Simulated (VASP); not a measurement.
# AlN (Fm-3m) in VASP: a series of runs, part 2 of 3

VASP 6.6.1. The steps go on from the part before.

### 3 Relaxation of cell and atoms, PBE+D4

Contents of INCAR:

```
  ALGO = Normal
  EDIFF = 1E-6
  EDIFFG = -0.01
  ENCUT = 600
  GGA = PE
  IBRION = 2
  ISIF = 3
  ISMEAR = -1
  IVDW = 13
  LASPH = True
  LCHARG = False
  LREAL = False
  LWAVE = False
  NELM = 60
  NSW = 60
  PREC = Accurate
  SIGMA = 0.05
```

Contents of KPOINTS:

```
k-points
0
Gamma
  11 11 11
```

Contents of POSCAR:

```
AlN
1.0
    0.0000000000      2.0345180000      2.0345180000
    2.0345180000      0.0000000000      2.0345180000
    2.0345180000      2.0345180000      0.0000000000
Al N
1 1
Direct
    0.5000000000      0.5000000000      0.5000000000
    0.0000000000      0.0000000000      0.0000000000
```

Potentials or basis: VASP PAW PBE potentials, release 64 (Al, N).

Command:

```bash
$ cat potpaw_PBE.64/Al/POTCAR potpaw_PBE.64/N/POTCAR > POTCAR
$ mpirun -np 1 vasp_std > vasp.out
```

OUTCAR:

```text
EDIFF = 1E-6
   EDIFFG = -0.01
   ENCUT = 600
   GGA = PE
   IBRION = 2
   ISIF = 3
   ISMEAR = -1
   IVDW = 13
   LASPH = True
   LREAL = False
   NELM = 60
   NSW = 60
   PREC = Accurate

 ion  position               nearest neighbor table
   1  0.500  0.500  0.500-   2 2.03   2 2.03   2 2.03   2 2.03   2 2.03   2 2.03
   2  0.000  0.000  0.000-   1 2.03   1 2.03   1 2.03   1 2.03   1 2.03   1 2.03

  LATTYP: Found a face centered cubic cell.
 ALAT       =     4.0690360000

  Lattice vectors:

 A1 = (   0.0000000000,   2.0345180000,   2.0345180000)
 A2 = (   2.0345180000,   0.0000000000,   2.0345180000)
 A3 = (   2.0345180000,   2.0345180000,   0.0000000000)

Analysis of symmetry for initial positions (statically):
=====================================================================
 Subroutine PRICEL returns:
 Original cell was already a primitive cell.

 Routine SETGRP: Setting up the symmetry group for a
 face centered cubic supercell.

 Subroutine GETGRP returns: Found 48 space group operations
 (whereof 48 operations were pure point group operations)
 out of a pool of 48 trial point group operations.

The static configuration has the point symmetry O_h .

Analysis of symmetry for dynamics (positions and initial velocities):
=====================================================================
 Subroutine PRICEL returns:
 Original cell was already a primitive cell.

 Routine SETGRP: Setting up the symmetry group for a
 face centered cubic supercell.

 Subroutine GETGRP returns: Found 48 space group operations
 (whereof 48 operations were pure point group operations)
 out of a pool of 48 trial point group operations.

The dynamic configuration has the point symmetry O_h .

 Subroutine INISYM returns: Found 48 space group operations
 (whereof 48 operations are pure point group operations),
 and found     1 'primitive' translations

----------------------------------------------------------------------------------------

                                     Primitive cell

  volume of cell :      16.8428

  direct lattice vectors                    reciprocal lattice vectors
     0.000000000  2.034518000  2.034518000    -0.245758455  0.245758455  0.245758455
     2.034518000  0.000000000  2.034518000     0.245758455 -0.245758455  0.245758455
     2.034518000  2.034518000  0.000000000     0.245758455  0.245758455 -0.245758455

  length of vectors
     2.877242948  2.877242948  2.877242948     0.425666130  0.425666130  0.425666130

  position of ions in fractional coordinates (direct lattice)
     0.500000000  0.500000000  0.500000000
     0.000000000  0.000000000  0.000000000

  ion indices of the primitive-cell ions
   primitive index   ion index
                 1           1
                 2           2

----------------------------------------------------------------------------------------

 KPOINTS: k-points

Automatic generation of k-mesh.
 Grid dimensions read from file:
 generate k-points for:   11   11   11

 Generating k-lattice:

  Cartesian coordinates                     Fractional coordinates (reciprocal lattice)
    -0.022341678  0.022341678  0.022341678     0.090909091  0.000000000  0.000000000
     0.022341678 -0.022341678  0.022341678     0.000000000  0.090909091  0.000000000
     0.022341678  0.022341678 -0.022341678     0.000000000  0.000000000  0.090909091

  Length of vectors
     0.038696921  0.038696921  0.038696921

  Shift w.r.t. Gamma in fractional coordinates (k-lattice)
     0.000000000  0.000000000  0.000000000

 Subroutine IBZKPT returns following result:
 ===========================================

 Found     56 irreducible k-points:

 Following reciprocal coordinates:
            Coordinates               Weight
  0.000000  0.000000  0.000000      1.000000
  0.090909  0.000000  0.000000      8.000000
  0.181818  0.000000  0.000000      8.000000
  0.272727  0.000000  0.000000      8.000000
  0.363636  0.000000  0.000000      8.000000
  0.454545  0.000000  0.000000      8.000000
[... 16 lines left out ...]
 -0.272727  0.181818  0.000000     24.000000
 -0.181818  0.181818  0.000000     12.000000
 [... further k-points ...]
   k-points           NKPTS =     56   k-points in BZ     NKDIM =     56   number of bands    NBANDS=      8
   number of dos      NEDOS =    301   number of ions     NIONS =      2
   total plane-waves  NPLWV =  13824
   dimension x,y,z NGX =    24 NGY =   24 NGZ =   24
   dimension x,y,z NGXF=    48 NGYF=   48 NGZF=   48
   ions per type =               1   1
   NGX,Y,Z   is equivalent  to a cutoff of  13.87, 13.87, 13.87 a.u.
   NGXF,Y,Z  is equivalent  to a cutoff of  27.73, 27.73, 27.73 a.u.
 SYSTEM =  unknown system
   PREC   = accura    normal or accurate (medium, high low for compatibility)
   ISTART =      0    job   : 0-new  1-cont  2-samecut
   ICHARG =      2    charge: 1-file 2-atom 10-const
   ISPIN  =      1    spin polarized calculation?
   LNONCOLLINEAR =      F non collinear calculations
   LSORBIT =      F    spin-orbit coupling
   LASPH  =      T    aspherical Exc in radial PAW
   ENCUT  =  600.0 eV  44.10 Ry    6.64 a.u.   5.75  5.75  5.75*2*pi/ulx,y,z
   NELM   =     60;   NELMIN=  2; NELMDL= -5     # of ELM steps
   EDIFF  = 0.1E-05   stopping-criterion for ELM
   LREAL  =      F    real-space projection
   EDIFFG = -.1E-01   stopping-criterion for IOM
   NSW    =     60    number of steps for IOM
   IBRION =      2    ionic relax: 0-MD 1-quasi-New 2-CG
   NFREE  =      1    steps in history (QN), initial steepest desc. (CG)
   ISIF   =      3    stress and relaxation
   ISYM   =      2    0-nonsym 1-usesym 2-fastsym
   POTIM  = 0.5000    time-step for ionic-motion
   TEBEG  =    0.0;   TEEND  =   0.0 temperature during run
   PSTRESS=    0.0 pullay stress
   NELECT =       8.0000    total number of electrons
   NUPDOWN=      -1.0000    fix difference up-down
   EMIN   =  10.00;   EMAX   =-10.00  energy-range for DOS
   EFERMI =   0.00;   METHOD = LEGACY
   ISMEAR =    -1;   SIGMA  =   0.05  broadening in eV -4-tet -1-fermi 0-gaus
   EFERMI_NEDOS =   21; number of points for ismear=-14 and -15
   IALGO  =     38    algorithm
   IMIX   =      4    mixing-type and parameters
     AMIX     =   0.40;   BMIX     =  1.00
     AMIX_MAG =   1.60;   BMIX_MAG =  1.00
  volume/ion in A,a.u.               =       8.42        56.83
  Fermi-wavevector in a.u.,A,eV,Ry     =   1.277321  2.413786 22.198561  1.631548
  Thomas-Fermi vector in A             =   2.409927
   LORBIT       =      0    0 simple, 1 ext, 2 COOP (PROOUT), +10 PAW based schemes
   GGA     = PE    functional components
   LHFCALC =     F    Hartree Fock is set to
   AEXX    =    0.0000 exact exchange contribution
   IVDW    =    13    specifies the selected vdW correction
   LEPSILON=     F    determine dielectric tensor
   LRPA    =     F    only Hartree local field effects (RPA)
 conjugate gradient relaxation of ions
 non-spin polarized calculation
  energy-cutoff  :      600.00
  volume of cell :       16.84
 maximum number of plane-waves:       572
   NGX = 11   NGY = 11   NGZ = 11

--------------------------------------- Ionic step        1  -------------------------------------------

 number of electron       7.9999999 magnetization

 Free energy of the ion-electron system (eV)
  ---------------------------------------------------
  ext. energy  EPLUGINS =         0.00000000
  ---------------------------------------------------
  free energy    TOTEN  =       -14.54768004 eV

  energy without entropy =      -14.54768004  energy(sigma->0) =      -14.54768004

------------------------ aborting loop because EDIFF is reached ----------------------------------------

  DFT-D4 for vdW energy calculation

  Edisp (eV):   -0.72708
[... 71 lines left out ...]
--------------------------------------- Ionic step        3  -------------------------------------------

 number of electron       7.9999999 magnetization

 Free energy of the ion-electron system (eV)
  ---------------------------------------------------
  ext. energy  EPLUGINS =         0.00000000
  ---------------------------------------------------
  free energy    TOTEN  =       -14.53838890 eV

  energy without entropy =      -14.53838890  energy(sigma->0) =      -14.53838890

 E-fermi :  11.0402     XC(G=0): -12.3219

 val. band max:       10.0649755550   @ k =   0.0000   0.0000   0.0000
 cond. band min:      14.8769146591   @ k =   0.4545   0.4545   0.0000
 fundamental gap:      4.8119391041
 Fermi energy:        11.0401678664

 k-point     1 :       0.0000    0.0000    0.0000
  band No.  band energies     occupation
      1      -7.5595      2.00000
      2      10.0650      2.00000
      3      10.0650      2.00000
      4      10.0650      2.00000
      5      15.8572      0.00000
      6      22.2572      0.00000
      7      22.2572      0.00000
      8      22.2572      0.00000
[... 243 lines left out ...]
 k-point    24 :      -0.1818    0.1818    0.0000
  band No.  band energies     occupation
      1      -5.8505      2.00000
      2       5.5586      2.00000
      3       7.5431      2.00000
      4       9.5088      2.00000
      5      18.6210      0.00000
      6      20.0092      0.00000
      7      21.3717      0.00000
      8      22.8325      0.00000

 [... further k-points ...]

------------------------ aborting loop because EDIFF is reached ----------------------------------------

  DFT-D4 for vdW energy calculation

  Edisp (eV):   -0.74605
[... 25 lines left out ...]
  FREE ENERGIE OF THE ION-ELECTRON SYSTEM (eV)
  ---------------------------------------------------
  free  energy   TOTEN  =       -15.2844344343 eV

  energy  without entropy=      -15.2844344342  energy(sigma->0) =      -15.28443443

 reached required accuracy - stopping structural energy minimisation
```

OSZICAR:

```text
N       E                     dE             d eps       ncg     rms          rms(c)
DAV:   1     0.109926430437E+02    0.10993E+02   -0.48014E+03   904   0.105E+03
DAV:   2    -0.158568924707E+02   -0.26850E+02   -0.24774E+02  1304   0.146E+02
DAV:   3    -0.162752380630E+02   -0.41835E+00   -0.41835E+00  1080   0.226E+01
[... 20 lines left out ...]
DAV:   2    -0.145386558171E+02    0.12083E-01   -0.60234E-02   992   0.186E+00    0.184E-01
DAV:   3    -0.145384609848E+02    0.19483E-03   -0.13716E-03  1144   0.373E-01    0.657E-02
DAV:   4    -0.145383955705E+02    0.65414E-04   -0.38238E-05   896   0.750E-02    0.236E-02
DAV:   5    -0.145383892862E+02    0.62843E-05   -0.47742E-06   960   0.238E-02    0.122E-02
DAV:   6    -0.145383889015E+02    0.38472E-06   -0.93010E-08   448   0.347E-03
   3 F= -.15284434E+02 E0= -.15284434E+02  d E =-.967055E-02
```

CONTCAR:

```text
AlN
   1.00000000000000
    -0.0000000000000000    2.0163830045077602    2.0163830045077602
     2.0163830045077602    0.0000000000000000    2.0163830045077602
     2.0163830045077602    2.0163830045077602   -0.0000000000000000
  Al              N
     1     1
Direct
     0.5000000000000000    0.5000000000000000    0.5000000000000000
     0.0000000000000000    0.0000000000000000    0.0000000000000000

  0.00000000E+00  0.00000000E+00  0.00000000E+00
  0.00000000E+00  0.00000000E+00  0.00000000E+00
```

It took 34 s on 1 thread of Intel Xeon 8259CL, shared host; peak memory 0.14 GiB.

What came out:

* Free energy: -15.2844 eV
* Relaxed volume: 8.20 Å³/atom
* Relaxed cell: a = 2.852 Å, b = 2.852 Å, c = 2.852 Å, α = 60.00°, β = 60.00°, γ = 60.00°
* Space group after relaxing (to 0.05 Å): Fm-3m (No. 225)
* Energy gained by relaxing: 4.8 meV/atom
* Ionic steps: 3
* Pressure after relaxing: 0.0 GPa
* Band gap on the k mesh: 4.81 eV, indirect (least direct gap 5.79 eV)
* Dispersion energy per atom: -0.373 eV

The path:
| step | energy change (eV) | largest force (eV/Å) | pressure (GPa) | volume (Å³) |
| --- | --- | --- | --- | --- |
| 1 | 0.0000 | 0.0000 | -6.78 | 16.84 |
| 2 | -0.0010 | 0.0000 | 7.05 | 15.99 |
| 3 | -0.0097 | 0.0000 | -0.03 | 16.40 |

Final structure:
```xyz
2
Lattice="0.0000 2.0164 2.0164 2.0164 0.0000 2.0164 2.0164 2.0164 0.0000" Properties=species:S:1:pos:R:3 pbc="T T T"
Al    2.0164    2.0164    2.0164
N     0.0000    0.0000    0.0000
```

(Continued in part 3 of 3.)
